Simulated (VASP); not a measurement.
# Te (P3_221) in VASP: a series of runs

Te is run at these levels: PBE+D3(BJ); tasks: single point, relaxation of cell and atoms.

All numbers are computed with VASP 6.6.1; they aren't measurements. Logs are shortened: lines on timing, memory, paths and dates and some standing lists are left out, and cuts for length are marked.

## 1. The cell of the first run

Symmetry: P3_221, No. 154, trigonal system. The conventional cell has a = 4.504 Å, b = 4.504 Å, c = 5.961 Å, α = 90.00°, β = 90.00°, γ = 120.00°. Within 3.8 Å of Te (site symmetry 2) lie 6 Te at 2.89 to 3.50 Å.

## 2. Single point, PBE+D3(BJ)

INCAR reads:

```
  PREC = Accurate
  ENCUT = 520
  EDIFF = 1E-6
  ISMEAR = 0
  SIGMA = 0.1
  LREAL = False
  LASPH = True
  NELM = 100
  ALGO = Normal
  ISIF = 2
  LWAVE = False
  LCHARG = False
  GGA = PE
  IVDW = 12
  NBANDS = 16
```

KPOINTS reads:

```
Automatic mesh
0
Gamma
  12 12 8
```

POSCAR reads:

```
Te
1.0
    4.5041314934      0.0000000000      0.0000000000
   -2.2520657467      3.9006922953      0.0000000000
    0.0000000000      0.0000000000      5.9610998504
Te
3
Direct
    0.2694735651      0.0000000000      0.1666666667
    0.0000000000      0.2694735651      0.8333333333
    0.7305264349      0.7305264349      0.5000000000
```

Potentials or basis: VASP PAW PBE potentials, release 64 (Te).

Started as:

```bash
$ cat potpaw_PBE.64/Te/POTCAR > POTCAR
$ mpirun -np 1 vasp_std > vasp.out
```

OUTCAR:

```text
PREC = Accurate
   ENCUT = 520
   EDIFF = 1E-6
   ISMEAR = 0
   LREAL = False
   LASPH = True
   NELM = 100
   ISIF = 2
   GGA = PE
   IVDW = 12
 IVDW          = 12

 ion  position               nearest neighbor table
   1  0.269  0.000  0.167-   3 2.89   2 2.89   3 3.50   3 3.50   2 3.50   2 3.50
   2  0.000  0.269  0.833-   3 2.89   1 2.89   3 3.50   3 3.50   1 3.50   1 3.50
   3  0.731  0.731  0.500-   1 2.89   2 2.89   1 3.50   2 3.50   2 3.50   1 3.50

  LATTYP: Found a hexagonal cell.
 ALAT       =     4.5041314934
 C/A-ratio  =     1.3234737616

  Lattice vectors:

 A1 = (   4.5041314934,   0.0000000000,   0.0000000000)
 A2 = (  -2.2520657467,   3.9006922953,   0.0000000000)
 A3 = (   0.0000000000,   0.0000000000,   5.9610998504)

Analysis of symmetry for initial positions (statically):
=====================================================================
 Subroutine PRICEL returns:
 Original cell was already a primitive cell.

 Routine SETGRP: Setting up the symmetry group for a
 hexagonal supercell.

 Subroutine GETGRP returns: Found  6 space group operations
 (whereof  2 operations were pure point group operations)
 out of a pool of 24 trial point group operations.

The static configuration has the point symmetry C_2 .
 The point group associated with its full space group is D_3 .

Analysis of symmetry for dynamics (positions and initial velocities):
=====================================================================
 Subroutine PRICEL returns:
 Original cell was already a primitive cell.

 Routine SETGRP: Setting up the symmetry group for a
 hexagonal supercell.

 Subroutine GETGRP returns: Found  6 space group operations
 (whereof  2 operations were pure point group operations)
 out of a pool of 24 trial point group operations.

The dynamic configuration has the point symmetry C_2 .
 The point group associated with its full space group is D_3 .

 Subroutine INISYM returns: Found  6 space group operations
 (whereof  2 operations are pure point group operations),
 and found     1 'primitive' translations

----------------------------------------------------------------------------------------

                                     Primitive cell

  volume of cell :     104.7319

  direct lattice vectors                    reciprocal lattice vectors
     4.504131493  0.000000000  0.000000000     0.222018385  0.128182374  0.000000000
    -2.252065747  3.900692295  0.000000000     0.000000000  0.256364749  0.000000000
     0.000000000  0.000000000  5.961099850     0.000000000  0.000000000  0.167754278

[... 88 lines left out ...]
   NSW    =      0    number of steps for IOM
   IBRION =     -1    ionic relax: 0-MD 1-quasi-New 2-CG
   NFREE  =      0    steps in history (QN), initial steepest desc. (CG)
   ISIF   =      2    stress and relaxation
   ISYM   =      2    0-nonsym 1-usesym 2-fastsym
   POTIM  = 0.5000    time-step for ionic-motion
   TEBEG  =    0.0;   TEEND  =   0.0 temperature during run
   PSTRESS=    0.0 pullay stress
   NELECT =      18.0000    total number of electrons
   NUPDOWN=      -1.0000    fix difference up-down
   EMIN   =  10.00;   EMAX   =-10.00  energy-range for DOS
   EFERMI =   0.00;   METHOD = LEGACY
   ISMEAR =     0;   SIGMA  =   0.10  broadening in eV -4-tet -1-fermi 0-gaus
   EFERMI_NEDOS =   21; number of points for ismear=-14 and -15
   IALGO  =     38    algorithm
   IMIX   =      4    mixing-type and parameters
     AMIX     =   0.40;   BMIX     =  1.00
     AMIX_MAG =   1.60;   BMIX_MAG =  1.00
  volume/ion in A,a.u.               =      34.91       235.59
  Fermi-wavevector in a.u.,A,eV,Ry     =   0.910205  1.720038 11.272065  0.828473
  Thomas-Fermi vector in A             =   2.034340
   LORBIT       =      0    0 simple, 1 ext, 2 COOP (PROOUT), +10 PAW based schemes
   GGA     = PE    functional components
   LHFCALC =     F    Hartree Fock is set to
   AEXX    =    0.0000 exact exchange contribution
   IVDW    =    12    specifies the selected vdW correction
   LEPSILON=     F    determine dielectric tensor
   LRPA    =     F    only Hartree local field effects (RPA)
 non-spin polarized calculation
 Gauss-broadening in eV      SIGMA  =   0.10
  energy-cutoff  :      520.00
  volume of cell :      104.73
 maximum number of plane-waves:      2878
 NGX is ok and might be reduce to    36
   NGX = 17   NGY = 17   NGZ = 23

 number of electron      17.9999999 magnetization

 Free energy of the ion-electron system (eV)
  ---------------------------------------------------
  ext. energy  EPLUGINS =         0.00000000
  ---------------------------------------------------
  free energy    TOTEN  =        -9.43190568 eV

  energy without entropy =       -9.43179316  energy(sigma->0) =       -9.43184942

 E-fermi :   5.7001     XC(G=0):  -8.9478

 val. band max:        5.5874706539   @ k =   0.3333   0.3333   0.5000
 cond. band min:       5.7828518630   @ k =   0.3333   0.3333   0.5000
 fundamental gap:      0.1953812092
 Fermi energy:         5.7000906308

 k-point     1 :       0.0000    0.0000    0.0000
  band No.  band energies     occupation
      1      -7.8061      2.00000
      2      -4.6325      2.00000
      3      -4.6325      2.00000
      4       2.6245      2.00000
      5       2.8905      2.00000
      6       2.8905      2.00000
[... 433 lines left out ...]
      3      -4.0829      2.00000
      4       1.6861      2.00000
      5       2.3931      2.00000
      6       2.6366      2.00000
[... 8 lines left out ...]
     15      11.5032      0.00000
     16      11.8447      0.00000

 [... further k-points ...]

------------------------ aborting loop because EDIFF is reached ----------------------------------------

 Edisp (eV)   -1.25180

 E8    (eV) :    -0.5745

  FORCE on cell =-STRESS in cart. coord.  units (eV):
  Direction    XX          YY          ZZ          XY          YZ          ZX
  --------------------------------------------------------------------------------------
  -------------------------------------------------------------------------------------
  Total      -1.30408    -1.30408    -1.28787     0.00000     0.00000     0.00000
  in kB     -19.94962   -19.94962   -19.70176     0.00000     0.00000     0.00000
  external pressure =      -19.87 kB  Pullay stress =        0.00 kB

 VOLUME and BASIS-vectors are now :
 -----------------------------------------------------------------------------
  energy-cutoff  :      520.00
  volume of cell :      104.73
      direct lattice vectors                 reciprocal lattice vectors
     4.504131493  0.000000000  0.000000000     0.222018385  0.128182374  0.000000000
    -2.252065747  3.900692295  0.000000000     0.000000000  0.256364749  0.000000000
     0.000000000  0.000000000  5.961099850     0.000000000  0.000000000  0.167754278

 POSITION                                       TOTAL-FORCE (eV/Angst)
 -----------------------------------------------------------------------------------
      1.21374      0.00000      0.99352         0.008794      0.000000     -0.000000
     -0.60687      1.05113      4.96758        -0.004397      0.007616      0.000000
      1.64519      2.84956      2.98055        -0.004397     -0.007616     -0.000000
 -----------------------------------------------------------------------------------
    total drift:                               -0.000000      0.000000      0.000000

  FREE ENERGIE OF THE ION-ELECTRON SYSTEM (eV)
  ---------------------------------------------------
  free  energy   TOTEN  =       -10.6837076390 eV

  energy  without entropy=      -10.6835951233  energy(sigma->0) =      -10.68365138
```

Run time: 66 s. Hardware: 1 thread of Intel Xeon 6975P-C (Granite Rapids), shared host; peak memory 0.36 GiB.

Results:

* Free energy: -10.6837 eV
* Pressure: -2.0 GPa
* Largest force: 0.009 eV/Å
* Band gap on the k mesh: 0.20 eV
* Dispersion energy per atom: -0.417 eV

Forces on the atoms (eV/Å):
```
Te   0.009  0.000  0.000
Te  -0.004  0.008  0.000
Te  -0.004 -0.008  0.000
```

Caveat: semilocal functionals underestimate gaps, and a narrow one can read as zero; spin-orbit coupling is left out, which moves the levels of the heavy elements. A k mesh can miss the band edges.

## 3. Single point, PBE+D3(BJ)

INCAR reads:

```
SYSTEM = Te
ALGO = Normal ; EDIFF = 1E-6
ENCUT = 520 ; GGA = PE
ISIF = 2 ; ISMEAR = 0
IVDW = 12 ; LASPH = .True.
LCHARG = .False. ; LREAL = .False.
LWAVE = .False. ; NBANDS = 16
NELM = 100 ; PREC = Accurate
SIGMA = 0.1
```

KPOINTS reads:

```
k-points
0
Gamma
  12 12 8
  0 0 0
```

POSCAR is that of step 2.

Potentials or basis: VASP PAW PBE potentials, release 64 (Te).

Started as:

```bash
$ cat potpaw_PBE.64/Te/POTCAR > POTCAR
$ mpirun -np 1 vasp_std > vasp.out
```

OUTCAR:

```text
SYSTEM = Te
   EDIFF = 1E-6
   ENCUT = 520
   GGA = PE
   ISIF = 2
   ISMEAR = 0
   IVDW = 12
   LASPH = .True.
   LREAL = .False.
   NELM = 100
   PREC = Accurate
 IVDW          = 12

 ion  position               nearest neighbor table
   1  0.269  0.000  0.167-   3 2.89   2 2.89   3 3.50   3 3.50   2 3.50   2 3.50
   2  0.000  0.269  0.833-   3 2.89   1 2.89   3 3.50   3 3.50   1 3.50   1 3.50
   3  0.731  0.731  0.500-   1 2.89   2 2.89   1 3.50   2 3.50   2 3.50   1 3.50

  LATTYP: Found a hexagonal cell.
 ALAT       =     4.5041314934
 C/A-ratio  =     1.3234737616

  Lattice vectors:

 A1 = (   4.5041314934,   0.0000000000,   0.0000000000)
 A2 = (  -2.2520657467,   3.9006922953,   0.0000000000)
 A3 = (   0.0000000000,   0.0000000000,   5.9610998504)

Analysis of symmetry for initial positions (statically):
=====================================================================
 Subroutine PRICEL returns:
 Original cell was already a primitive cell.

 Routine SETGRP: Setting up the symmetry group for a
 hexagonal supercell.

 Subroutine GETGRP returns: Found  6 space group operations
 (whereof  2 operations were pure point group operations)
 out of a pool of 24 trial point group operations.

The static configuration has the point symmetry C_2 .
 The point group associated with its full space group is D_3 .

Analysis of symmetry for dynamics (positions and initial velocities):
=====================================================================
 Subroutine PRICEL returns:
 Original cell was already a primitive cell.

 Routine SETGRP: Setting up the symmetry group for a
 hexagonal supercell.

 Subroutine GETGRP returns: Found  6 space group operations
 (whereof  2 operations were pure point group operations)
 out of a pool of 24 trial point group operations.

The dynamic configuration has the point symmetry C_2 .
 The point group associated with its full space group is D_3 .

 Subroutine INISYM returns: Found  6 space group operations
[... 120 lines left out ...]
  volume/ion in A,a.u.               =      34.91       235.59
  Fermi-wavevector in a.u.,A,eV,Ry     =   0.910205  1.720038 11.272065  0.828473
  Thomas-Fermi vector in A             =   2.034340
   LORBIT       =      0    0 simple, 1 ext, 2 COOP (PROOUT), +10 PAW based schemes
   GGA     = PE    functional components
   LHFCALC =     F    Hartree Fock is set to
   AEXX    =    0.0000 exact exchange contribution
   IVDW    =    12    specifies the selected vdW correction
   LEPSILON=     F    determine dielectric tensor
   LRPA    =     F    only Hartree local field effects (RPA)
 non-spin polarized calculation
 Gauss-broadening in eV      SIGMA  =   0.10
  energy-cutoff  :      520.00
  volume of cell :      104.73
 maximum number of plane-waves:      2878
 NGX is ok and might be reduce to    36
   NGX = 17   NGY = 17   NGZ = 23

 number of electron      17.9999999 magnetization

 Free energy of the ion-electron system (eV)
  ---------------------------------------------------
  ext. energy  EPLUGINS =         0.00000000
  ---------------------------------------------------
  free energy    TOTEN  =        -9.43190568 eV

  energy without entropy =       -9.43179316  energy(sigma->0) =       -9.43184942

 E-fermi :   5.7001     XC(G=0):  -8.9478

 val. band max:        5.5874706539   @ k =   0.3333   0.3333   0.5000
 cond. band min:       5.7828518630   @ k =   0.3333   0.3333   0.5000
 fundamental gap:      0.1953812092
 Fermi energy:         5.7000906308

 k-point     1 :       0.0000    0.0000    0.0000
  band No.  band energies     occupation
      1      -7.8061      2.00000
      2      -4.6325      2.00000
      3      -4.6325      2.00000
      4       2.6245      2.00000
      5       2.8905      2.00000
      6       2.8905      2.00000
[... 433 lines left out ...]
      3      -4.0829      2.00000
      4       1.6861      2.00000
      5       2.3931      2.00000
      6       2.6366      2.00000
[... 8 lines left out ...]
     15      11.5032      0.00000
     16      11.8447      0.00000

 [... further k-points ...]

------------------------ aborting loop because EDIFF is reached ----------------------------------------

 Edisp (eV)   -1.25180

 E8    (eV) :    -0.5745

  FORCE on cell =-STRESS in cart. coord.  units (eV):
  Direction    XX          YY          ZZ          XY          YZ          ZX
  --------------------------------------------------------------------------------------
  -------------------------------------------------------------------------------------
  Total      -1.30408    -1.30408    -1.28787     0.00000     0.00000     0.00000
  in kB     -19.94962   -19.94962   -19.70176     0.00000     0.00000     0.00000
  external pressure =      -19.87 kB  Pullay stress =        0.00 kB

 VOLUME and BASIS-vectors are now :
 -----------------------------------------------------------------------------
  energy-cutoff  :      520.00
  volume of cell :      104.73
      direct lattice vectors                 reciprocal lattice vectors
     4.504131493  0.000000000  0.000000000     0.222018385  0.128182374  0.000000000
    -2.252065747  3.900692295  0.000000000     0.000000000  0.256364749  0.000000000
     0.000000000  0.000000000  5.961099850     0.000000000  0.000000000  0.167754278

 POSITION                                       TOTAL-FORCE (eV/Angst)
 -----------------------------------------------------------------------------------
      1.21374      0.00000      0.99352         0.008794      0.000000     -0.000000
     -0.60687      1.05113      4.96758        -0.004397      0.007616      0.000000
      1.64519      2.84956      2.98055        -0.004397     -0.007616     -0.000000
 -----------------------------------------------------------------------------------
    total drift:                               -0.000000      0.000000      0.000000

  FREE ENERGIE OF THE ION-ELECTRON SYSTEM (eV)
  ---------------------------------------------------
  free  energy   TOTEN  =       -10.6837076390 eV

  energy  without entropy=      -10.6835951233  energy(sigma->0) =      -10.68365138
```

stdout:

```text
POSCAR found type information on POSCAR Te
 POSCAR found :  1 types and       3 ions
 scaLAPACK will be used
 LDA part: xc-table for (Slater+PW92), standard interpolation
 POSCAR, INCAR and KPOINTS ok, starting setup
 FFT: planning ... GRIDC
 FFT: planning ... GRID_SOFT
 FFT: planning ... GRID
 WAVECAR not read
 entering main loop
```

It took 66 s on 1 thread of Intel Xeon 6975P-C (Granite Rapids), shared host; peak memory 0.35 GiB.

Results:

```yaml
Free_energy: -10.6837 eV
Pressure: -2.0 GPa
Largest_force: 0.009 eV/Å
Band_gap_on_the_k_mesh: 0.20 eV
Dispersion_energy_per_atom: -0.417 eV
```

Forces in eV/Å, atoms in the order of the input:
```
Te   0.009  0.000  0.000
Te  -0.004  0.008  0.000
Te  -0.004 -0.008  0.000
```

Levels at points of the mesh, in eV from the valence-band top:
```tsv
k point	band 7	band 8	band 9	band 10	band 11	band 12
(0.00, 0.00, 0.00)	-1.61	-1.61	-0.81	1.00	1.00	1.57
(0.50, 0.00, 0.00)	-3.37	-0.96	-0.77	0.84	0.90	3.06
(0.00, 0.00, 0.50)	-1.26	-0.99	-0.99	0.47	0.47	0.49
(0.50, 0.00, 0.50)	-2.36	-2.02	-0.17	0.77	1.93	2.50
```

Caveat: semilocal functionals underestimate gaps, and a narrow one can read as zero; spin-orbit coupling is left out, which moves the levels of the heavy elements. A k mesh can miss the band edges.

(Part 1 of 2 ends here.)

The gap in the log of VASP goes by the Fermi energy; the results here count the filled bands.